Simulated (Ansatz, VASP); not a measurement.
# Hf3Si2F: VASP beside Ansatz

```
Hf Si F
1.0
    -2.74691    2.74691    4.12997
     2.74691   -2.74691    4.12997
     2.74691    2.74691   -4.12997
Hf Si F
3 2 1
Direct
  0.75000 0.25000 0.50000
  0.25000 0.75000 0.50000
  0.00000 0.00000 0.00000
  0.26929 0.26929 0.00000
  0.73071 0.73071 0.00000
  0.50000 0.50000 0.00000
```

Alike in both runs: task single point; functional PBE; k mesh 4 × 4 × 4; occupations gaussian, width 0.1 eV; no spin polarisation.

|  | VASP | Ansatz |
| --- | --- | --- |
| version | VASP 6.6.1 | Ansatz 0.2.0 |
| potentials or method | VASP PAW PBE potentials, release 64 (Hf_pv, Si, F), cutoff 520 eV | scalar-relativistic, plane waves, PAW |
| valence electrons in the cell | 45 | 93 |

|  | VASP | Ansatz | Ansatz less VASP |
| --- | --- | --- | --- |
| gap on the k mesh at the Fermi level (eV) | none | none | - |
| pressure (GPa) | 3.9 | 4.0 | +0.05 |
| traceless stress, the component that is largest in VASP (GPa) | 17.72 | 17.29 | -0.434 |
| rms of the force components (eV/Å) | 1.538 | 1.527 | -0.0105 |

Atom by atom the forces differ by 0.011 eV/Å (rms over components). A gap of «none» marks a metal or a gap that the smearing closes. With one functional, cell and mesh, what is left measures potentials, basis and numerics. VASP's potentials hold 45 valence electrons a cell and Ansatz's 93, so a difference there can come from the potentials and not from the codes.

The k mesh is coarse, so the values compare programs but aren't converged. Spin-orbit coupling is off throughout.
